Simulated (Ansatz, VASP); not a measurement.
## Si: VASP beside Ansatz

```
CELL_PARAMETERS angstrom
3.86771 0.00000 0.00000
-1.93385 3.34953 0.00000
0.00000 0.00000 28.66793
ATOMIC_POSITIONS crystal
Si 0.33333 0.66667 0.23205
Si 0.00000 0.00000 0.25586
Si 0.00000 0.00000 0.34074
Si 0.66666 0.33334 0.36743
Si 0.66666 0.33334 0.45232
Si 0.33333 0.66667 0.47628
```

Alike in both runs: task single point; functional PBE; k mesh 9 × 9 × 1; occupations gaussian, width 0.05 eV; no spin polarisation.

```csv
,VASP,Ansatz
version,VASP 6.6.1,Ansatz 0.2.0
potentials or method,"VASP PAW PBE potentials, release 64 (Si), cutoff 520 eV","scalar-relativistic, plane waves, PAW"
valence electrons in the cell,24,24
```

|  | VASP | Ansatz | Ansatz less VASP |
| --- | --- | --- | --- |
| gap on the k mesh at the Fermi level (eV) | none | none | - |
| rms of the force components (eV/Å) | 0.008 | 0.006 | -0.0018 |

Atom by atom the forces differ by 0.003 eV/Å (rms over components). A gap of «none» marks a metal or a gap that the smearing closes.
